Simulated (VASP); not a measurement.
# HC18Cl in VASP: notebook

The runs below take HC18Cl through single point, with LDA.

Program: VASP 6.6.1. These are calculated values, not measurements. Logs are shortened: lines on timing, memory, paths and dates and some standing lists are left out, and cuts for length are marked.

## (1) The cell of the first run

The cell holds a slab with vacuum, 20 atoms: a = 7.398 Å, b = 7.398 Å, c = 12.000 Å, α = 90.00°, β = 90.00°, γ = 120.00°.

## (2) Single point, LDA

INCAR reads:

```
ALGO = Normal
EDIFF = 1E-6
ENCUT = 520
GGA_COMPAT = False
ISIF = 2
ISMEAR = 0
LASPH = True
LCHARG = False
LREAL = False
LWAVE = False
NBANDS = 56
NELM = 120
NELMDL = -8
PREC = Accurate
SIGMA = 0.05
```

KPOINTS reads:

```
k-points
0
Gamma
  2 2 1
```

POSCAR reads:

```
HC18Cl
1.0
    7.3980000000      0.0000000000      0.0000000000
   -3.6990000000      6.4068560000      0.0000000000
    0.0000000000      0.0000000000     12.0000000000
C Cl H
18 1 1
Direct
   -0.0064264661     -0.0238461735      0.0809029167
    0.2158269935      0.0872054874      0.0809859167
   -0.0051723159      0.3082825648      0.0810341667
    0.2145744048      0.4182912805      0.0809590833
   -0.0074565528      0.6404718633      0.0809500000
    0.2170102424      0.7527277029      0.0810978333
    0.3281316439     -0.0250500401      0.0810347500
    0.5479106615      0.0847234587      0.0810227500
    0.3255098303      0.3069820829      0.0808295000
    0.5502807507      0.4195031073      0.0808558333
    0.3269270047      0.6428399515      0.0809646667
    0.5492313487      0.7539974365      0.0807014167
    0.6592571109     -0.0262119205      0.0809547500
    0.8837064264      0.0860695168      0.0809688333
    0.6604258465      0.3093272270      0.0809455833
    0.8827967816      0.4206484429      0.0809569167
    0.6616455280      0.6420885689      0.0802587500
    0.8813359201      0.7516942788      0.0806235000
    0.6501818295      0.4804320559      0.3622393333
    0.6151501544      0.4375617307      0.2560880833
```

Potentials or basis: VASP PAW LDA potentials, release 64 (C, Cl, H).

Run with:

```bash
> cat potpaw_LDA.64/C/POTCAR potpaw_LDA.64/Cl/POTCAR potpaw_LDA.64/H/POTCAR > POTCAR
> mpirun -np 1 vasp_std > vasp.out
```

OUTCAR:

```text
EDIFF = 1E-6
   ENCUT = 520
   ISIF = 2
   ISMEAR = 0
   LASPH = True
   LREAL = False
   NELM = 120
   NELMDL = -8
   PREC = Accurate

 ion  position               nearest neighbor table
   1  0.994  0.976  0.081-  14 1.41   2 1.42  18 1.44
   2  0.216  0.087  0.081-   9 1.41   1 1.42   7 1.44
   3  0.995  0.308  0.081-   4 1.41  14 1.42  16 1.44
   4  0.215  0.418  0.081-   3 1.41   9 1.42  11 1.44
   5  0.993  0.640  0.081-  16 1.41  18 1.43   6 1.44
   6  0.217  0.753  0.081-  11 1.41   7 1.42   5 1.44
[... 10 lines left out ...]
  17  0.662  0.642  0.080-  18 1.41  10 1.43  12 1.44
  18  0.881  0.752  0.081-  17 1.41   5 1.43   1 1.44
  19  0.650  0.480  0.362-  20 1.31
  20  0.615  0.438  0.256-  19 1.31

  LATTYP: Found a hexagonal cell.
 ALAT       =     7.3980000000
 C/A-ratio  =     1.6220600162

  Lattice vectors:

 A1 = (   7.3980000000,   0.0000000000,   0.0000000000)
 A2 = (  -3.6990000000,   6.4068560000,   0.0000000000)
 A3 = (   0.0000000000,   0.0000000000,  12.0000000000)

Analysis of symmetry for initial positions (statically):
=====================================================================
 Subroutine PRICEL returns:
 Original cell was already a primitive cell.

 Routine SETGRP: Setting up the symmetry group for a
 hexagonal supercell.

 Subroutine GETGRP returns: Found  1 space group operations
 (whereof  1 operations were pure point group operations)
 out of a pool of 24 trial point group operations.

The static configuration has the point symmetry C_1 .

Analysis of symmetry for dynamics (positions and initial velocities):
=====================================================================
 Subroutine PRICEL returns:
 Original cell was already a primitive cell.

 Routine SETGRP: Setting up the symmetry group for a
 hexagonal supercell.

 Subroutine GETGRP returns: Found  1 space group operations
 (whereof  1 operations were pure point group operations)
 out of a pool of 24 trial point group operations.

The dynamic configuration has the point symmetry C_1 .

 Subroutine INISYM returns: Found  1 space group operations
 (whereof  1 operations are pure point group operations),
 and found     1 'primitive' translations

----------------------------------------------------------------------------------------

                                     Primitive cell

  volume of cell :     568.7750

  direct lattice vectors                    reciprocal lattice vectors
     7.398000000  0.000000000  0.000000000     0.135171668  0.078041398  0.000000000
    -3.699000000  6.406856000  0.000000000     0.000000000  0.156082796  0.000000000
     0.000000000  0.000000000 12.000000000     0.000000000  0.000000000  0.083333333

  length of vectors
     7.398000000  7.398000054 12.000000000     0.156082797  0.156082796  0.083333333

  position of ions in fractional coordinates (direct lattice)
     0.993573534  0.976153827  0.080902917
     0.215826994  0.087205487  0.080985917
     0.994827684  0.308282565  0.081034167
     0.214574405  0.418291281  0.080959083
     0.992543447  0.640471863  0.080950000
     0.217010242  0.752727703  0.081097833
[... 12 lines left out ...]
     0.650181829  0.480432056  0.362239333
     0.615150154  0.437561731  0.256088083

  ion indices of the primitive-cell ions
   primitive index   ion index
                 1           1
                 2           2
                 3           3
                 4           4
                 5           5
                 6           6
[... 12 lines left out ...]
                19          19
                20          20

----------------------------------------------------------------------------------------

 KPOINTS: k-points

Automatic generation of k-mesh.
 Grid dimensions read from file:
 generate k-points for:    2    2    1

 Generating k-lattice:

  Cartesian coordinates                     Fractional coordinates (reciprocal lattice)
     0.067585834  0.039020699  0.000000000     0.500000000  0.000000000  0.000000000
     0.000000000  0.078041398  0.000000000     0.000000000  0.500000000  0.000000000
     0.000000000  0.000000000  0.083333333     0.000000000  0.000000000  1.000000000

  Length of vectors
     0.078041399  0.078041398  0.083333333

  Shift w.r.t. Gamma in fractional coordinates (k-lattice)
     0.000000000  0.000000000  0.000000000

 Subroutine IBZKPT returns following result:
 ===========================================

 Found      4 irreducible k-points:

 Following reciprocal coordinates:
            Coordinates               Weight
  0.000000  0.000000  0.000000      1.000000
  0.500000  0.000000  0.000000      1.000000
  0.000000  0.500000  0.000000      1.000000
  0.500000  0.500000  0.000000      1.000000
   k-points           NKPTS =      4   k-points in BZ     NKDIM =      4   number of bands    NBANDS=     56
   number of dos      NEDOS =    301   number of ions     NIONS =     20
   total plane-waves  NPLWV = 282240
   dimension x,y,z NGX =    56 NGY =   56 NGZ =   90
   dimension x,y,z NGXF=   112 NGYF=  112 NGZF=  180
   ions per type =              18   1   1
   NGX,Y,Z   is equivalent  to a cutoff of  12.58, 12.58, 12.47 a.u.
   NGXF,Y,Z  is equivalent  to a cutoff of  25.17, 25.17, 24.94 a.u.
 SYSTEM =  unknown system
   PREC   = accura    normal or accurate (medium, high low for compatibility)
   ISTART =      0    job   : 0-new  1-cont  2-samecut
   ICHARG =      2    charge: 1-file 2-atom 10-const
   ISPIN  =      1    spin polarized calculation?
   LNONCOLLINEAR =      F non collinear calculations
   LSORBIT =      F    spin-orbit coupling
   LASPH  =      T    aspherical Exc in radial PAW
   ENCUT  =  520.0 eV  38.22 Ry    6.18 a.u.  13.76 13.76 22.31*2*pi/ulx,y,z
   NELM   =    120;   NELMIN=  2; NELMDL= -8     # of ELM steps
   EDIFF  = 0.1E-05   stopping-criterion for ELM
   LREAL  =      F    real-space projection
   EDIFFG = 0.1E-04   stopping-criterion for IOM
   NSW    =      0    number of steps for IOM
   IBRION =     -1    ionic relax: 0-MD 1-quasi-New 2-CG
   NFREE  =      0    steps in history (QN), initial steepest desc. (CG)
   ISIF   =      2    stress and relaxation
   ISYM   =      2    0-nonsym 1-usesym 2-fastsym
   POTIM  = 0.5000    time-step for ionic-motion
   TEBEG  =    0.0;   TEEND  =   0.0 temperature during run
   PSTRESS=    0.0 pullay stress
   NELECT =      80.0000    total number of electrons
   NUPDOWN=      -1.0000    fix difference up-down
   EMIN   =  10.00;   EMAX   =-10.00  energy-range for DOS
   EFERMI =   0.00;   METHOD = LEGACY
   ISMEAR =     0;   SIGMA  =   0.05  broadening in eV -4-tet -1-fermi 0-gaus
   EFERMI_NEDOS =   21; number of points for ismear=-14 and -15
   IALGO  =     38    algorithm
   IMIX   =      4    mixing-type and parameters
     AMIX     =   0.40;   BMIX     =  1.00
     AMIX_MAG =   1.60;   BMIX_MAG =  1.00
  volume/ion in A,a.u.               =      28.44       191.91
  Fermi-wavevector in a.u.,A,eV,Ry     =   0.851382  1.608879  9.862209  0.724852
  Thomas-Fermi vector in A             =   1.967507
   LORBIT       =      0    0 simple, 1 ext, 2 COOP (PROOUT), +10 PAW based schemes
   GGA     = CA    functional components
   LHFCALC =     F    Hartree Fock is set to
   AEXX    =    0.0000 exact exchange contribution
   IVDW    =     0    specifies the selected vdW correction
   LEPSILON=     F    determine dielectric tensor
   LRPA    =     F    only Hartree local field effects (RPA)
 non-spin polarized calculation
 Gauss-broadening in eV      SIGMA  =   0.05
  energy-cutoff  :      520.00
  volume of cell :      568.78
 maximum number of plane-waves:     15363
 NGX is ok and might be reduce to    56
   NGX = 27   NGY = 27   NGZ = 45

 number of electron      79.9999998 magnetization

 Free energy of the ion-electron system (eV)
  ---------------------------------------------------
  ext. energy  EPLUGINS =         0.00000000
  ---------------------------------------------------
  free energy    TOTEN  =      -187.53713496 eV

  energy without entropy =     -187.53665188  energy(sigma->0) =     -187.53689342

 E-fermi :  -1.9918     XC(G=0):  -4.3414

 val. band max:       -2.0838764262   @ k =   0.0000   0.0000   0.0000
 cond. band min:      -1.8993904187   @ k =   0.0000   0.0000   0.0000
 fundamental gap:      0.1844860075
 Fermi energy:        -1.9918316100

 k-point     1 :       0.0000    0.0000    0.0000
  band No.  band energies     occupation
      1     -21.2912      2.00000
      2     -18.8380      2.00000
      3     -18.7734      2.00000
      4     -18.7332      2.00000
      5     -18.7088      2.00000
      6     -18.6477      2.00000
[... 44 lines left out ...]
     51       3.3162      0.00000
     52       3.5621      0.00000

 k-point     2 :       0.5000    0.0000    0.0000
  band No.  band energies     occupation
      1     -20.6614      2.00000
      2     -20.6212      2.00000
      3     -19.4063      2.00000
      4     -19.3048      2.00000
      5     -17.8778      2.00000
      6     -16.9244      2.00000
[... 44 lines left out ...]
     51       4.1989      0.00000
     52       4.2515      0.00000

 k-point     3 :       0.0000    0.5000    0.0000
  band No.  band energies     occupation
      1     -20.6609      2.00000
      2     -20.6217      2.00000
      3     -19.4046      2.00000
      4     -19.3069      2.00000
      5     -17.8773      2.00000
      6     -16.9225      2.00000
[... 44 lines left out ...]
     51       4.2003      0.00000
     52       4.2461      0.00000

 k-point     4 :       0.5000    0.5000    0.0000
  band No.  band energies     occupation
      1     -20.6609      2.00000
      2     -20.6218      2.00000
      3     -19.3950      2.00000
      4     -19.3172      2.00000
      5     -17.8765      2.00000
      6     -16.9168      2.00000
[... 44 lines left out ...]
     51       4.1940      0.00000
     52       4.2427      0.00000
 [bands above 52 left out]

------------------------ aborting loop because EDIFF is reached ----------------------------------------

  FORCE on cell =-STRESS in cart. coord.  units (eV):
  Direction    XX          YY          ZZ          XY          YZ          ZX
  --------------------------------------------------------------------------------------
  -------------------------------------------------------------------------------------
  Total       -8.9020621     -8.9041169     -0.3319841     -0.0525170     -0.0359502      0.0150072
  in kB      -25.0761388    -25.0819270     -0.9351631     -0.1479345     -0.1012677      0.0422738
  external PRESSURE =     -17.0310763 kB  Pullay stress =       0.0000000 kB

 VOLUME and BASIS-vectors are now :
 -----------------------------------------------------------------------------
  energy-cutoff  :      520.00
  volume of cell :      568.78
      direct lattice vectors                 reciprocal lattice vectors
     7.398000000  0.000000000  0.000000000     0.135171668  0.078041398  0.000000000
    -3.699000000  6.406856000  0.000000000     0.000000000  0.156082796  0.000000000
     0.000000000  0.000000000 12.000000000     0.000000000  0.000000000  0.083333333

 POSITION                                       TOTAL-FORCE (eV/Angst)
 -----------------------------------------------------------------------------------
      3.73966      6.25408      0.97084         0.006541      0.008462     -0.003519
      1.27412      0.55871      0.97183        -0.005236     -0.003308     -0.002633
      6.21940      1.97512      0.97241        -0.001350     -0.011483     -0.001398
      0.04016      2.67993      0.97151         0.008678     -0.008445     -0.002258
      4.97373      4.10341      0.97140        -0.007943      0.011577     -0.001292
     -1.17890      4.82262      0.97317        -0.001432      0.014299     -0.001443
[... 12 lines left out ...]
      3.03293      3.07806      4.34687         0.002606     -0.022136     -0.106940
      2.93234      2.80339      3.07306         0.002784      0.017880      0.093388
 -----------------------------------------------------------------------------------
    total drift:                               -0.000154     -0.000162      0.000505

  FREE ENERGIE OF THE ION-ELECTRON SYSTEM (eV)
  ---------------------------------------------------
  free  energy   TOTEN  =      -187.5371349569 eV

  energy  without entropy=     -187.5366518755  energy(sigma->0) =     -187.53689342
```

It took 8.6 min on 1 thread of Intel Xeon 8259CL, shared host; peak memory 0.5 GiB.

What came out:

```yaml
Free_energy: -187.5371 eV
Largest_force: 0.109 eV/Å
Band_gap_on_the_k_mesh: 0.18 eV
```

Forces on the atoms (eV/Å):
```
C    0.007  0.008 -0.004
C   -0.005 -0.003 -0.003
C   -0.001 -0.011 -0.001
C    0.009 -0.008 -0.002
C   -0.008  0.012 -0.001
C   -0.001  0.014 -0.001
C   -0.002 -0.010  0.002
C    0.007  0.005  0.007
C   -0.008  0.005  0.012
C    0.006 -0.007 -0.010
C    0.006  0.005 -0.001
C   -0.016  0.001  0.000
C   -0.009  0.008 -0.004
C   -0.002  0.012  0.001
C    0.010 -0.001 -0.010
C   -0.014 -0.016  0.006
C   -0.005 -0.013  0.019
C    0.021  0.002  0.004
Cl   0.003 -0.022 -0.107
H    0.003  0.018  0.093
```

Levels at points of the mesh, in eV from the valence-band top:
```tsv
k point	band 36	band 37	band 38	band 39	band 40	band 41	band 42	band 43	band 44	band 45
(0.00, 0.00, 0.00)	-2.94	-2.82	-2.81	-0.05	0.00	0.18	0.22	3.51	4.60	4.86
(0.50, 0.00, 0.00)	-2.61	-2.54	-2.51	-2.49	-2.25	1.72	2.50	2.55	2.60	2.65
(0.00, 0.50, 0.00)	-2.60	-2.54	-2.51	-2.49	-2.24	1.71	2.49	2.56	2.61	2.64
(0.50, 0.50, 0.00)	-2.57	-2.56	-2.52	-2.49	-2.24	1.69	2.49	2.56	2.61	2.66
```

Caveat: the k points lie up to 0.49 Å⁻¹ apart; there is no dipole correction, which matters where the two faces differ; semilocal functionals underestimate gaps, and a narrow one can read as zero.

## (3) Single point, LDA

INCAR reads:

```
  PREC = Accurate
  ENCUT = 520
  EDIFF = 1E-6
  ISMEAR = 0
  SIGMA = 0.05
  LREAL = F
  LASPH = T
  NELM = 120
  ALGO = Normal
  ISIF = 2
  LWAVE = F
  LCHARG = T
  GGA = CA
  LELF = T
  LVHAR = T
  NBANDS = 56
  GGA_COMPAT = F
  NELMDL = -8
```

KPOINTS reads:

```
regular mesh
0
Gamma
  2 2 1
```

POSCAR reads:

```
HC18Cl
1.0
    7.3980000000      0.0000000000      0.0000000000
   -3.6990000000      6.4068560000      0.0000000000
    0.0000000000      0.0000000000     12.0000000000
C Cl H
18 1 1
Direct
    0.0023576087     -0.0227048961      0.0751147500
    0.2236516638      0.0877491238      0.0751474167
    0.0005777754      0.3109041314      0.0752106667
    0.2253793203      0.4233909737      0.0751322500
    0.0029150465      0.6461826206      0.0751760000
    0.2233345004      0.7563727045      0.0753229167
    0.3339158973     -0.0224280052      0.0752236667
    0.5588484253      0.0899650312      0.0751807500
    0.3358258638      0.3126230713      0.0750263333
    0.5567211879      0.4230895778      0.0752336667
    0.3357564040      0.6439404912      0.0751706667
    0.5571521368      0.7546824839      0.0748303333
    0.6695831155     -0.0205017875      0.0750818333
    0.8899743432      0.0897270049      0.0751332500
    0.6692783700      0.3104258938      0.0750440833
    0.8905419946      0.4212418696      0.0751702500
    0.6675226616      0.6447290215      0.0745145833
    0.8922838481      0.7568242520      0.0748940833
    0.5320567862      0.4899340644      0.3566453333
    0.5319877381      0.4548265171      0.2498721667
```

Potentials or basis: VASP PAW LDA potentials, release 64 (C, Cl, H).

Run with:

```bash
> cat potpaw_LDA.64/C/POTCAR potpaw_LDA.64/Cl/POTCAR potpaw_LDA.64/H/POTCAR > POTCAR
> mpirun -np 1 vasp_std > vasp.out
```

It took 8.7 min on 1 thread of Intel Xeon 8259CL, shared host; peak memory 0.49 GiB.

It converged, with:

```yaml
Free_energy: -187.5370 eV
Largest_force: 0.106 eV/Å
Band_gap_on_the_k_mesh: 0.19 eV
```

Forces in eV/Å, atoms in the order of the input:
```
C    0.007  0.004 -0.006
C   -0.005 -0.001  0.005
C    0.003 -0.006 -0.003
C   -0.004 -0.005  0.003
C   -0.005 -0.002  0.000
C   -0.001  0.008 -0.002
C    0.004 -0.003  0.002
C    0.000  0.005 -0.004
C    0.005 -0.005  0.008
C    0.011 -0.010 -0.036
C    0.003  0.007 -0.002
C   -0.020  0.010  0.005
C   -0.004  0.003 -0.005
C    0.002  0.006  0.001
C    0.000  0.006  0.019
C   -0.013 -0.003 -0.003
C    0.012 -0.015  0.023
C    0.012  0.002  0.003
Cl   0.002 -0.020 -0.104
H   -0.010  0.020  0.094
```

Levels at points of the mesh, in eV from the valence-band top:
| k point | band 38 | band 39 | band 40 | band 41 | band 42 | band 43 |
| --- | --- | --- | --- | --- | --- | --- |
| (0.00, 0.00, 0.00) | -2.80 | -0.04 | 0.00 | 0.19 | 0.22 | 3.52 |
| (0.50, 0.00, 0.00) | -2.51 | -2.49 | -2.24 | 1.70 | 2.48 | 2.57 |
| (0.00, 0.50, 0.00) | -2.51 | -2.48 | -2.24 | 1.71 | 2.49 | 2.57 |
| (0.50, 0.50, 0.00) | -2.50 | -2.48 | -2.25 | 1.72 | 2.52 | 2.54 |

Caveat: the k points lie up to 0.49 Å⁻¹ apart; there is no dipole correction, which matters where the two faces differ; semilocal functionals underestimate gaps, and a narrow one can read as zero.
